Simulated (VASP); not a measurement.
Here is a VASP 6.6.1 calculation.

File INCAR:

```
  PREC = Accurate
  ENCUT = 520
  EDIFF = 1E-7
  ISMEAR = 0
  SIGMA = 0.15
  LREAL = False
  LASPH = True
  NELM = 100
  ALGO = Fast
  ISIF = 2
  LWAVE = False
  LCHARG = True
  GGA = PS
  LELF = True
  LVHAR = True
  NBANDS = 16
```

KPOINTS

```
Automatic mesh
0
Gamma
  20 20 20
```

File POSCAR:

```
AlRu
1.0
    2.9317617045      0.0000000000      0.0000000000
    0.0000000000      2.9317617045      0.0000000000
    0.0000000000      0.0000000000      3.0657000565
Al Ru
1 1
Direct
    0.0000000000      0.0000000000      0.0000000000
    0.5000000000      0.5000000000      0.5000000000
```

Potentials or basis: VASP PAW PBE potentials, release 64 (Al, Ru_pv).

Run with:

```console
$ cat potpaw_PBE.64/Al/POTCAR potpaw_PBE.64/Ru_pv/POTCAR > POTCAR
$ mpirun -np 1 vasp_std > vasp.out
```

Q: What does it give for the pressure?

A: 0.4 GPa.

Q: Estimate the band gap on the k mesh.

A: Zero (an odd number of electrons rules out a gap without spin polarisation).

Stress tensor (GPa, compression positive):
```
 3.00  0.00  0.00
 0.00  3.00  0.00
 0.00  0.00 -4.76
```

Caveat: the cell differs from its parent crystal (strain -0.015 along x and y, +0.030 along z); the PAW data sets were made with another functional, which shifts forces and pressure a little.
